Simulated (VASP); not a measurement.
# Al (Im-3m) in VASP: notebook

Al is run at these levels: LDA; tasks: single point.

Everything below comes from runs of VASP 6.6.1. Logs are shortened: lines on timing, memory, paths and dates and some standing lists are left out, and cuts for length are marked.

### 1 The cell of the first run

Symmetry: Im-3m, No. 229, cubic system. Conventional cell: a = 3.023 Å, b = 3.023 Å, c = 3.023 Å, α = 90.00°, β = 90.00°, γ = 90.00°. Within 3.5 Å of Al (site symmetry m-3m) lie 14 Al at 2.62 to 3.02 Å.

### 2 Single point, LDA (strain -0.050 along x and y, -0.050 along z)

INCAR

```
  ALGO = Normal
  EDIFF = 1E-6
  ENCUT = 520
  GGA = CA
  ISIF = 2
  ISMEAR = 0
  LASPH = T
  LCHARG = F
  LREAL = F
  LWAVE = F
  NBANDS = 8
  NELM = 80
  PREC = Accurate
  SIGMA = 0.15
```

KPOINTS

```
k-points
0
Gamma
  20 20 20
```

POSCAR

```
Al
1.0
   -1.5116577555      1.5116577555      1.5116577555
    1.5116577555     -1.5116577555      1.5116577555
    1.5116577555      1.5116577555     -1.5116577555
Al
1
Direct
    0.0000000000      0.0000000000      0.0000000000
```

Potentials or basis: VASP PAW LDA potentials, release 64 (Al).

Launch:

```bash
$ cat potpaw_LDA.64/Al/POTCAR > POTCAR
$ mpirun -np 1 vasp_std > vasp.out
```

OUTCAR:

```text
EDIFF = 1E-6
   ENCUT = 520
   GGA = CA
   ISIF = 2
   ISMEAR = 0
   LASPH = T
   LREAL = F
   NELM = 80
   PREC = Accurate

 ion  position               nearest neighbor table
   1  0.000  0.000  0.000-

  LATTYP: Found a body centered cubic cell.
 ALAT       =     3.0233155110

  Lattice vectors:

 A1 = (  -1.5116577555,   1.5116577555,   1.5116577555)
 A2 = (   1.5116577555,  -1.5116577555,   1.5116577555)
 A3 = (   1.5116577555,   1.5116577555,  -1.5116577555)

Analysis of symmetry for initial positions (statically):
=====================================================================
 Subroutine PRICEL returns:
 Original cell was already a primitive cell.

 Routine SETGRP: Setting up the symmetry group for a
 body centered cubic supercell.

 Subroutine GETGRP returns: Found 48 space group operations
[... 9 lines left out ...]

 Routine SETGRP: Setting up the symmetry group for a
 body centered cubic supercell.

 Subroutine GETGRP returns: Found 48 space group operations
[... 11 lines left out ...]
                                     Primitive cell

  volume of cell :      13.8172

  direct lattice vectors                    reciprocal lattice vectors
    -1.511657755  1.511657755  1.511657755     0.000000000  0.330762700  0.330762700
     1.511657755 -1.511657755  1.511657755     0.330762700  0.000000000  0.330762700
     1.511657755  1.511657755 -1.511657755     0.330762700  0.330762700  0.000000000

  length of vectors
     2.618268036  2.618268036  2.618268036     0.467769096  0.467769096  0.467769096

  position of ions in fractional coordinates (direct lattice)
     0.000000000  0.000000000  0.000000000

  ion indices of the primitive-cell ions
   primitive index   ion index
                 1           1

----------------------------------------------------------------------------------------

 KPOINTS: k-points

Automatic generation of k-mesh.
 Grid dimensions read from file:
 generate k-points for:   20   20   20

 Generating k-lattice:

  Cartesian coordinates                     Fractional coordinates (reciprocal lattice)
     0.000000000  0.016538135  0.016538135     0.050000000  0.000000000  0.000000000
     0.016538135  0.000000000  0.016538135     0.000000000  0.050000000  0.000000000
     0.016538135  0.016538135  0.000000000     0.000000000  0.000000000  0.050000000

  Length of vectors
     0.023388455  0.023388455  0.023388455

  Shift w.r.t. Gamma in fractional coordinates (k-lattice)
     0.000000000  0.000000000  0.000000000

 Subroutine IBZKPT returns following result:
 ===========================================

 Found    256 irreducible k-points:

 Following reciprocal coordinates:
            Coordinates               Weight
  0.000000  0.000000  0.000000      1.000000
  0.050000  0.000000  0.000000     12.000000
  0.100000  0.000000  0.000000     12.000000
  0.150000  0.000000  0.000000     12.000000
  0.200000  0.000000  0.000000     12.000000
  0.250000  0.000000  0.000000     12.000000
[... 16 lines left out ...]
  0.200000  0.100000  0.000000     48.000000
  0.250000  0.100000  0.000000     48.000000
 [... further k-points ...]
   k-points           NKPTS =    256   k-points in BZ     NKDIM =    256   number of bands    NBANDS=      8
   number of dos      NEDOS =    301   number of ions     NIONS =      1
   total plane-waves  NPLWV =   8000
   dimension x,y,z NGX =    20 NGY =   20 NGZ =   20
   dimension x,y,z NGXF=    40 NGYF=   40 NGZF=   40
   ions per type =               1
   NGX,Y,Z   is equivalent  to a cutoff of  12.70, 12.70, 12.70 a.u.
   NGXF,Y,Z  is equivalent  to a cutoff of  25.40, 25.40, 25.40 a.u.
 SYSTEM =  unknown system
   PREC   = accura    normal or accurate (medium, high low for compatibility)
   ISTART =      0    job   : 0-new  1-cont  2-samecut
   ICHARG =      2    charge: 1-file 2-atom 10-const
   ISPIN  =      1    spin polarized calculation?
   LNONCOLLINEAR =      F non collinear calculations
   LSORBIT =      F    spin-orbit coupling
   LASPH  =      T    aspherical Exc in radial PAW
   ENCUT  =  520.0 eV  38.22 Ry    6.18 a.u.   4.87  4.87  4.87*2*pi/ulx,y,z
   NELM   =     80;   NELMIN=  2; NELMDL= -5     # of ELM steps
   EDIFF  = 0.1E-05   stopping-criterion for ELM
   LREAL  =      F    real-space projection
   EDIFFG = 0.1E-04   stopping-criterion for IOM
   NSW    =      0    number of steps for IOM
   IBRION =     -1    ionic relax: 0-MD 1-quasi-New 2-CG
   NFREE  =      0    steps in history (QN), initial steepest desc. (CG)
   ISIF   =      2    stress and relaxation
   ISYM   =      2    0-nonsym 1-usesym 2-fastsym
   POTIM  = 0.5000    time-step for ionic-motion
   TEBEG  =    0.0;   TEEND  =   0.0 temperature during run
   PSTRESS=    0.0 pullay stress
   NELECT =       3.0000    total number of electrons
   NUPDOWN=      -1.0000    fix difference up-down
   EMIN   =  10.00;   EMAX   =-10.00  energy-range for DOS
   EFERMI =   0.00;   METHOD = LEGACY
   ISMEAR =     0;   SIGMA  =   0.15  broadening in eV -4-tet -1-fermi 0-gaus
   EFERMI_NEDOS =   21; number of points for ismear=-14 and -15
   IALGO  =     38    algorithm
   IMIX   =      4    mixing-type and parameters
     AMIX     =   0.40;   BMIX     =  1.00
     AMIX_MAG =   1.60;   BMIX_MAG =  1.00
  volume/ion in A,a.u.               =      13.82        93.24
  Fermi-wavevector in a.u.,A,eV,Ry     =   0.983955  1.859405 13.172710  0.968167
  Thomas-Fermi vector in A             =   2.115151
   LORBIT       =      0    0 simple, 1 ext, 2 COOP (PROOUT), +10 PAW based schemes
   GGA     = CA    functional components
   LHFCALC =     F    Hartree Fock is set to
   AEXX    =    0.0000 exact exchange contribution
   IVDW    =     0    specifies the selected vdW correction
   LEPSILON=     F    determine dielectric tensor
   LRPA    =     F    only Hartree local field effects (RPA)
 non-spin polarized calculation
 Gauss-broadening in eV      SIGMA  =   0.15
  energy-cutoff  :      520.00
  volume of cell :       13.82
 maximum number of plane-waves:       386
   NGX =  9   NGY =  9   NGZ =  9

 number of electron       3.0000000 magnetization

 Free energy of the ion-electron system (eV)
  ---------------------------------------------------
  ext. energy  EPLUGINS =         0.00000000
  ---------------------------------------------------
  free energy    TOTEN  =        -3.98249327 eV

  energy without entropy =       -3.97693456  energy(sigma->0) =       -3.97971392

 E-fermi :   9.7800     XC(G=0): -11.0219

 val. band max:        9.7684599843   @ k =  -0.3500  -0.4000   0.0500
 cond. band min:       9.8114216151   @ k =   0.2500   0.1500   0.1500
 fundamental gap:      0.0429616308
 Fermi energy:         9.7799647242

 k-point     1 :       0.0000    0.0000    0.0000
  band No.  band energies     occupation
      1      -2.6110      2.00000
      2      24.0681      0.00000
      3      24.0681      0.00000
      4      24.0681      0.00000
      5      26.9984      0.00000
      6      26.9984      0.00000
      7      26.9984      0.00000
      8      27.4836      0.00000

 k-point     2 :       0.0500    0.0000    0.0000
  band No.  band energies     occupation
      1      -2.5303      2.00000
      2      23.2109      0.00000
      3      23.6697      0.00000
      4      23.7260      0.00000
      5      26.2914      0.00000
      6      26.6736      0.00000
      7      27.2767      0.00000
      8      27.5289      0.00000

 k-point     3 :       0.1000    0.0000    0.0000
  band No.  band energies     occupation
      1      -2.2886      2.00000
      2      21.2517      0.00000
      3      22.8895      0.00000
      4      22.9362      0.00000
      5      25.2862      0.00000
      6      25.9929      0.00000
      7      27.5848      0.00000
      8      28.1719      0.00000

 k-point     4 :       0.1500    0.0000    0.0000
  band No.  band energies     occupation
      1      -1.8867      2.00000
      2      18.9905      0.00000
      3      22.0186      0.00000
      4      22.0834      0.00000
      5      24.3187      0.00000
      6      25.3867      0.00000
      7      28.0665      0.00000
      8      28.5112      0.00000

 k-point     5 :       0.2000    0.0000    0.0000
  band No.  band energies     occupation
      1      -1.3265      2.00000
      2      16.7174      0.00000
      3      21.1314      0.00000
      4      21.3502      0.00000
      5      23.4530      0.00000
      6      24.7960      0.00000
      7      28.6916      0.00000
      8      28.9313      0.00000

 k-point     6 :       0.2500    0.0000    0.0000
  band No.  band energies     occupation
      1      -0.6102      2.00000
      2      14.5175      0.00000
      3      20.3401      0.00000
      4      20.7188      0.00000
      5      22.7105      0.00000
      6      24.2315      0.00000
      7      29.4482      0.00000
      8      29.4604      0.00000

 k-point     7 :       0.3000    0.0000    0.0000
  band No.  band energies     occupation
      1       0.2592      2.00000
      2      12.4217      0.00000
      3      19.6739      0.00000
      4      20.1989      0.00000
      5      22.0992      0.00000
      6      23.7226      0.00000
      7      30.0599      0.00000
      8      30.3697      0.00000
[... 133 lines left out ...]
 k-point    20 :       0.4500    0.0500   -0.0000
  band No.  band energies     occupation
      1       4.4370      2.00000
      2       6.1971      2.00000
      3      17.4851      0.00000
      4      19.2155      0.00000
      5      21.4833      0.00000
      6      23.5008      0.00000
      7      31.9117      0.00000
      8      33.7820      0.00000

 k-point    21 :       0.1000    0.1000    0.0000
  band No.  band energies     occupation
      1      -1.6463      2.00000
      2      18.8848      0.00000
      3      19.4562      0.00000
      4      21.8905      0.00000
      5      25.0517      0.00000
      6      25.6393      0.00000
      7      28.4715      0.00000
      8      28.4925      0.00000

 k-point    22 :       0.1500    0.1000    0.0000
  band No.  band energies     occupation
      1      -1.0872      2.00000
      2      16.8405      0.00000
      3      18.3727      0.00000
      4      21.1465      0.00000
      5      24.5303      0.00000
      6      25.7356      0.00000
      7      28.1692      0.00000
      8      29.7428      0.00000

 k-point    23 :       0.2000    0.1000    0.0000
  band No.  band energies     occupation
      1      -0.3724      2.00000
      2      14.6881      0.00000
      3      17.5750      0.00000
      4      20.4740      0.00000
      5      23.8996      0.00000
      6      25.8606      0.00000
      7      28.0579      0.00000
      8      30.9896      0.00000

 k-point    24 :       0.2500    0.1000    0.0000
  band No.  band energies     occupation
      1       0.4951      2.00000
      2      12.6146      0.00000
      3      16.9270      0.00000
      4      19.9065      0.00000
      5      23.3317      0.00000
      6      25.7875      0.00000
      7      28.3498      0.00000
      8      32.0763      0.00000

 [... further k-points ...]
[... 5 lines left out ...]
  --------------------------------------------------------------------------------------
  -------------------------------------------------------------------------------------
  Total        1.4589587      1.4589587      1.4589587     -0.0000000      0.0000000      0.0000000
  in kB      169.1738216    169.1738216    169.1738216     -0.0000000      0.0000000      0.0000000
  external PRESSURE =     169.1738216 kB  Pullay stress =       0.0000000 kB

 VOLUME and BASIS-vectors are now :
 -----------------------------------------------------------------------------
  energy-cutoff  :      520.00
  volume of cell :       13.82
      direct lattice vectors                 reciprocal lattice vectors
    -1.511657755  1.511657755  1.511657755     0.000000000  0.330762700  0.330762700
     1.511657755 -1.511657755  1.511657755     0.330762700  0.000000000  0.330762700
     1.511657755  1.511657755 -1.511657755     0.330762700  0.330762700  0.000000000

 POSITION                                       TOTAL-FORCE (eV/Angst)
 -----------------------------------------------------------------------------------
      0.00000      0.00000      0.00000        -0.000000      0.000000      0.000000
 -----------------------------------------------------------------------------------
    total drift:                                0.000000      0.000000     -0.000000

  FREE ENERGIE OF THE ION-ELECTRON SYSTEM (eV)
  ---------------------------------------------------
  free  energy   TOTEN  =        -3.9824932737 eV

  energy  without entropy=       -3.9769345602  energy(sigma->0) =       -3.97971392
```

Wall time 6.8 s (1 thread of Intel Xeon 6975P-C (Granite Rapids), shared host); peak memory 0.12 GiB.

Results:

* Free energy: -3.9825 eV
* Pressure: 16.9 GPa

Caveat: the cell differs from its parent crystal (strain -0.050 along x and y, -0.050 along z).

### 3 Single point, LDA (strain -0.025 along x and y, -0.025 along z)

INCAR

```
SYSTEM = Al
  PREC = Accurate
  ENCUT = 520
  EDIFF = 1E-6
  ISMEAR = 0
  SIGMA = 0.15
  LREAL = .FALSE.
  LASPH = .TRUE.
  NELM = 60
  ALGO = Fast
  ISIF = 2
  LWAVE = .FALSE.
  LCHARG = .FALSE.
  GGA = CA
  NBANDS = 8
```

KPOINTS

```
Automatic mesh
0
G
  20 20 20
  0 0 0
```

POSCAR

```
Al
1.0
   -1.5514382228      1.5514382228      1.5514382228
    1.5514382228     -1.5514382228      1.5514382228
    1.5514382228      1.5514382228     -1.5514382228
Al
1
Direct
    0.0000000000      0.0000000000      0.0000000000
```

Potentials or basis: VASP PAW LDA potentials, release 64 (Al).

Launch:

```bash
$ cat potpaw_LDA.64/Al/POTCAR > POTCAR
$ mpirun -np 1 vasp_std > vasp.out
```

Run time: 7.6 s. Hardware: 1 thread of Intel Xeon 6975P-C (Granite Rapids), shared host; peak memory 0.13 GiB.

Results (log left out):

* Free energy: -4.0654 eV
* Pressure: 7.4 GPa

Levels at points of the mesh, in eV from the Fermi level:
```csv
k point,band 1,band 2,band 3,band 4
"(0.00, 0.00, 0.00)",-11.81,13.79,13.79,13.79
"(0.50, 0.00, 0.00)",-4.67,-4.00,8.50,8.82
"(0.50, 0.50, 0.50)",2.01,2.01,2.01,2.88
```

Caveat: the cell differs from its parent crystal (strain -0.025 along x and y, -0.025 along z).

### 4 Single point, LDA (strain +0.025 along x and y, +0.025 along z)

INCAR

```
SYSTEM = Al
PREC = Accurate ; ENCUT = 520
EDIFF = 1E-7 ; ISMEAR = 0
SIGMA = 0.15 ; LREAL = .False.
LASPH = .True. ; NELM = 60
ALGO = Fast ; ISIF = 2
LWAVE = .False. ; LCHARG = .False.
NBANDS = 8
```

KPOINTS

```
regular mesh
0
Gamma
  20 20 20
  0 0 0
```

POSCAR

```
Al
1.0
   -1.6309991572      1.6309991572      1.6309991572
    1.6309991572     -1.6309991572      1.6309991572
    1.6309991572      1.6309991572     -1.6309991572
Al
1
Direct
    0.0000000000      0.0000000000      0.0000000000
```

Launch:

```bash
$ cat potpaw_LDA.64/Al/POTCAR > POTCAR
$ mpirun -np 1 vasp_std > vasp.out
```

It took 9 s on 1 thread of Intel Xeon 6975P-C (Granite Rapids), shared host; peak memory 0.14 GiB.

Results (log left out):

| Quantity | Value |
| --- | --- |
| Free energy | -4.0771 eV |
| Pressure | -4.3 GPa |

Levels at points of the mesh, in eV from the Fermi level:
```
           k point  band 1  band 2  band 3  band 4  band 5  band 6
(0.00, 0.00, 0.00)  -10.74   12.91   12.91   12.91   13.72   13.72
(0.50, 0.00, 0.00)   -4.08   -3.82    7.67    8.17    9.58   10.94
(0.50, 0.50, 0.50)    1.77    1.77    1.77    3.14    3.14    4.81
```

Caveat: the cell differs from its parent crystal (strain +0.025 along x and y, +0.025 along z).

### 5 Single point, LDA (strain +0.050 along x and y, +0.050 along z)

INCAR

```
PREC = Accurate
ENCUT = 520
EDIFF = 1E-6
ISMEAR = 0
SIGMA = 0.15
LREAL = F
LASPH = T
NELM = 80
ALGO = Fast
ISIF = 2
LWAVE = F
LCHARG = T
GGA = CA
LELF = T
LVHAR = T
NBANDS = 8
```

KPOINTS

```
Automatic mesh
0
Gamma
  20 20 20
```

POSCAR

```
Al
1.0
   -1.6707796245      1.6707796245      1.6707796245
    1.6707796245     -1.6707796245      1.6707796245
    1.6707796245      1.6707796245     -1.6707796245
Al
1
Direct
    0.0000000000      0.0000000000      0.0000000000
```

Launch:

```bash
$ cat potpaw_LDA.64/Al/POTCAR > POTCAR
$ mpirun -np 1 vasp_std > vasp.out
```

Run time: 8.9 s. Hardware: 1 thread of Intel Xeon 6975P-C (Granite Rapids), shared host; peak memory 0.14 GiB.

Results (log left out):

```yaml
Free_energy: -4.0282 eV
Pressure: -7.6 GPa
```

Levels at points of the mesh, in eV from the Fermi level:
| k point | band 1 | band 2 | band 3 | band 4 | band 5 | band 6 |
| --- | --- | --- | --- | --- | --- | --- |
| (0.00, 0.00, 0.00) | -10.25 | 12.52 | 12.52 | 12.52 | 12.78 | 12.78 |
| (0.50, 0.00, 0.00) | -3.80 | -3.73 | 7.19 | 8.03 | 9.11 | 10.40 |
| (0.50, 0.50, 0.50) | 1.69 | 1.69 | 1.69 | 3.26 | 3.26 | 4.05 |

Caveat: the cell differs from its parent crystal (strain +0.050 along x and y, +0.050 along z).

### 6 Summary

| cell | gap on the mesh (eV) | pressure (GPa) |
| --- | --- | --- |
| a = 2.618 Å, angles 109.5°, 1 atom | none | 16.9 |
| a = 2.687 Å, angles 109.5°, 1 atom | none | 7.4 |
| a = 2.825 Å, angles 109.5°, 1 atom | none | -4.3 |
| a = 2.894 Å, angles 109.5°, 1 atom | none | -7.6 |

Alike in all rows: task single point; level LDA; potentials or basis VASP PAW LDA potentials, release 64 (Al); no spin polarisation; k mesh 20 × 20 × 20; cutoff (eV) 520; smearing gaussian 0.15 eV.

Total energies depend on the potentials used, so only differences within one code and one set of settings carry meaning.
